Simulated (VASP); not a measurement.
# TiSiTe4 (F-43m) in VASP: a series of runs

Runs on TiSiTe4. Level: PBE. Tasks: single point, relaxation of cell and atoms.

Everything below comes from runs of VASP 6.6.1. Logs are shortened: lines on timing, memory, paths and dates and some standing lists are left out, and cuts for length are marked.

### Step 1. The cell of the first run

The structure is cubic, space group F-43m (No. 216). Conventional cell: a = 8.795 Å, b = 8.795 Å, c = 8.795 Å, α = 90.00°, β = 90.00°, γ = 90.00°. Ti (site symmetry -43m) has 12 Te at 3.64 Å and 4 Si at 3.81 Å within 4.8 Å. Within 4.8 Å of Si (site symmetry -43m) lie 12 Te at 3.65 Å and 4 Ti at 3.81 Å. Within 4.1 Å of Te (site symmetry 3m) lie 6 Te at 3.09 to 3.12 Å and 3 Ti at 3.64 Å and 3 Si at 3.65 Å.

The cell was built from a structure type or drawn by symmetry, and may not be a known phase.

### Step 2. Single point, PBE

The input, INCAR:

```
  ALGO = Normal
  EDIFF = 1E-7
  ENCUT = 520
  GGA = PE
  ISIF = 2
  ISMEAR = 0
  LASPH = T
  LCHARG = F
  LREAL = F
  LWAVE = F
  NBANDS = 29
  NELM = 80
  PREC = Accurate
  SIGMA = 0.1
```

The input, KPOINTS:

```
k-points
0
Gamma
  4 4 4
```

The input, POSCAR:

```
TiSiTe4
1.0
    0.0000000000      4.3974706832      4.3974706832
    4.3974706832      0.0000000000      4.3974706832
    4.3974706832      4.3974706832      0.0000000000
Ti Si Te
1 1 4
Direct
    0.7500000000      0.7500000000      0.7500000000
    0.0000000000      0.0000000000      0.0000000000
    0.3756188157      0.3756188157      0.8731435530
    0.8731435530      0.3756188157      0.3756188157
    0.3756188157      0.3756188157      0.3756188157
    0.3756188157      0.8731435530      0.3756188157
```

Potentials or basis: VASP PAW PBE potentials, release 64 (Ti_sv, Si, Te).

Launch:

```console
> cat potpaw_PBE.64/Ti_sv/POTCAR potpaw_PBE.64/Si/POTCAR potpaw_PBE.64/Te/POTCAR > POTCAR
> mpirun -np 1 vasp_std > vasp.out
```

OUTCAR:

```text
EDIFF = 1E-7
   ENCUT = 520
   GGA = PE
   ISIF = 2
   ISMEAR = 0
   LASPH = T
   LREAL = F
   NELM = 80
   PREC = Accurate

 ion  position               nearest neighbor table
   1  0.750  0.750  0.750-
   2  0.000  0.000  0.000-
   3  0.376  0.376  0.873-   4 3.09   5 3.09   6 3.09   5 3.12   6 3.12   4 3.12
   4  0.873  0.376  0.376-   3 3.09   5 3.09   6 3.09   5 3.12   3 3.12   6 3.12
   5  0.376  0.376  0.376-   3 3.09   4 3.09   6 3.09   3 3.12   6 3.12   4 3.12
   6  0.376  0.873  0.376-   3 3.09   4 3.09   5 3.09   3 3.12   5 3.12   4 3.12

  LATTYP: Found a face centered cubic cell.
 ALAT       =     8.7949413664

  Lattice vectors:

 A1 = (   0.0000000000,   4.3974706832,   4.3974706832)
 A2 = (   4.3974706832,   0.0000000000,   4.3974706832)
 A3 = (   4.3974706832,   4.3974706832,   0.0000000000)

Analysis of symmetry for initial positions (statically):
=====================================================================
 Subroutine PRICEL returns:
 Original cell was already a primitive cell.

 Routine SETGRP: Setting up the symmetry group for a
 face centered cubic supercell.

 Subroutine GETGRP returns: Found 24 space group operations
 (whereof 24 operations were pure point group operations)
 out of a pool of 48 trial point group operations.

The static configuration has the point symmetry T_d .

Analysis of symmetry for dynamics (positions and initial velocities):
=====================================================================
 Subroutine PRICEL returns:
 Original cell was already a primitive cell.

 Routine SETGRP: Setting up the symmetry group for a
 face centered cubic supercell.

 Subroutine GETGRP returns: Found 24 space group operations
 (whereof 24 operations were pure point group operations)
 out of a pool of 48 trial point group operations.

The dynamic configuration has the point symmetry T_d .

 Subroutine INISYM returns: Found 24 space group operations
 (whereof 24 operations are pure point group operations),
 and found     1 'primitive' translations

----------------------------------------------------------------------------------------

                                     Primitive cell

  volume of cell :     170.0744

  direct lattice vectors                    reciprocal lattice vectors
[... 78 lines left out ...]
   EDIFF  = 0.1E-06   stopping-criterion for ELM
   LREAL  =      F    real-space projection
   EDIFFG = 0.1E-05   stopping-criterion for IOM
   NSW    =      0    number of steps for IOM
   IBRION =     -1    ionic relax: 0-MD 1-quasi-New 2-CG
   NFREE  =      0    steps in history (QN), initial steepest desc. (CG)
   ISIF   =      2    stress and relaxation
   ISYM   =      2    0-nonsym 1-usesym 2-fastsym
   POTIM  = 0.5000    time-step for ionic-motion
   TEBEG  =    0.0;   TEEND  =   0.0 temperature during run
   PSTRESS=    0.0 pullay stress
   NELECT =      40.0000    total number of electrons
   NUPDOWN=      -1.0000    fix difference up-down
   EMIN   =  10.00;   EMAX   =-10.00  energy-range for DOS
   EFERMI =   0.00;   METHOD = LEGACY
   ISMEAR =     0;   SIGMA  =   0.10  broadening in eV -4-tet -1-fermi 0-gaus
   EFERMI_NEDOS =   21; number of points for ismear=-14 and -15
   IALGO  =     38    algorithm
   IMIX   =      4    mixing-type and parameters
     AMIX     =   0.40;   BMIX     =  1.00
     AMIX_MAG =   1.60;   BMIX_MAG =  1.00
  volume/ion in A,a.u.               =      28.35       191.29
  Fermi-wavevector in a.u.,A,eV,Ry     =   1.010528  1.909622 13.893831  1.021168
  Thomas-Fermi vector in A             =   2.143523
   LORBIT       =      0    0 simple, 1 ext, 2 COOP (PROOUT), +10 PAW based schemes
   GGA     = PE    functional components
   LHFCALC =     F    Hartree Fock is set to
   AEXX    =    0.0000 exact exchange contribution
   IVDW    =     0    specifies the selected vdW correction
   LEPSILON=     F    determine dielectric tensor
   LRPA    =     F    only Hartree local field effects (RPA)
 non-spin polarized calculation
 Gauss-broadening in eV      SIGMA  =   0.10
  energy-cutoff  :      520.00
  volume of cell :      170.07
 maximum number of plane-waves:      4621
 NGX is ok and might be reduce to    48
   NGX = 23   NGY = 23   NGZ = 23

 number of electron      39.9999995 magnetization

 Free energy of the ion-electron system (eV)
  ---------------------------------------------------
  ext. energy  EPLUGINS =         0.00000000
  ---------------------------------------------------
  free energy    TOTEN  =       -19.78891586 eV

  energy without entropy =      -19.73551643  energy(sigma->0) =      -19.76221614

 E-fermi :   7.0504     XC(G=0):  -9.6618

 val. band max:        6.9769547515   @ k =   0.2500   0.2500   0.0000
 cond. band min:       7.0627591290   @ k =  -0.2500   0.5000   0.2500
 fundamental gap:      0.0858043775
 Fermi energy:         7.0504164021

 k-point     1 :       0.0000    0.0000    0.0000
  band No.  band energies     occupation
      1     -50.9256      2.00000
      2     -27.1840      2.00000
      3     -27.1840      2.00000
      4     -27.1840      2.00000
      5      -7.3821      2.00000
      6      -3.5669      2.00000
[... 245 lines left out ...]
     28       8.3138      0.00000
     29       8.3993      0.00000

------------------------ aborting loop because EDIFF is reached ----------------------------------------

  FORCE on cell =-STRESS in cart. coord.  units (eV):
  Direction    XX          YY          ZZ          XY          YZ          ZX
  --------------------------------------------------------------------------------------
  -------------------------------------------------------------------------------------
  Total       -0.3432589     -0.3432589     -0.3432589      0.0000000      0.0000000      0.0000000
  in kB       -3.2336535     -3.2336535     -3.2336535      0.0000000      0.0000000      0.0000000
  external PRESSURE =      -3.2336535 kB  Pullay stress =       0.0000000 kB

 VOLUME and BASIS-vectors are now :
 -----------------------------------------------------------------------------
  energy-cutoff  :      520.00
  volume of cell :      170.07
      direct lattice vectors                 reciprocal lattice vectors
     0.000000000  4.397470683  4.397470683    -0.113701724  0.113701724  0.113701724
     4.397470683  0.000000000  4.397470683     0.113701724 -0.113701724  0.113701724
     4.397470683  4.397470683  0.000000000     0.113701724  0.113701724 -0.113701724

 POSITION                                       TOTAL-FORCE (eV/Angst)
 -----------------------------------------------------------------------------------
      6.59621      6.59621      6.59621         0.000000      0.000000      0.000000
      0.00000      0.00000      0.00000         0.000000      0.000000      0.000000
      5.49140      5.49140      3.30355         0.003336      0.003336     -0.003336
      3.30355      5.49140      5.49140        -0.003336      0.003336      0.003336
      3.30355      3.30355      3.30355        -0.003336     -0.003336     -0.003336
      5.49140      3.30355      5.49140         0.003336     -0.003336      0.003336
 -----------------------------------------------------------------------------------
    total drift:                               -0.000000     -0.000000     -0.000000

  FREE ENERGIE OF THE ION-ELECTRON SYSTEM (eV)
  ---------------------------------------------------
  free  energy   TOTEN  =       -19.7889158607 eV

  energy  without entropy=      -19.7355164276  energy(sigma->0) =      -19.76221614
```

It took 71 s on 1 thread of AMD EPYC 7R13 (Zen 3), shared host; peak memory 0.3 GiB.

What came out:

- Free energy: -19.7889 eV
- Pressure: -0.3 GPa
- Largest force: 0.006 eV/Å
- Band gap on the k mesh: zero (bands 20 and 21 overlap by 0.74 eV)

Forces in eV/Å, atoms in the order of the input:
```
Ti   0.000  0.000  0.000
Si   0.000  0.000  0.000
Te   0.003  0.003 -0.003
Te  -0.003  0.003  0.003
Te  -0.003 -0.003 -0.003
Te   0.003 -0.003  0.003
```

Caveat: spin-orbit coupling is left out, which moves the levels of the heavy elements.

(Part 1 of 2 ends here.)
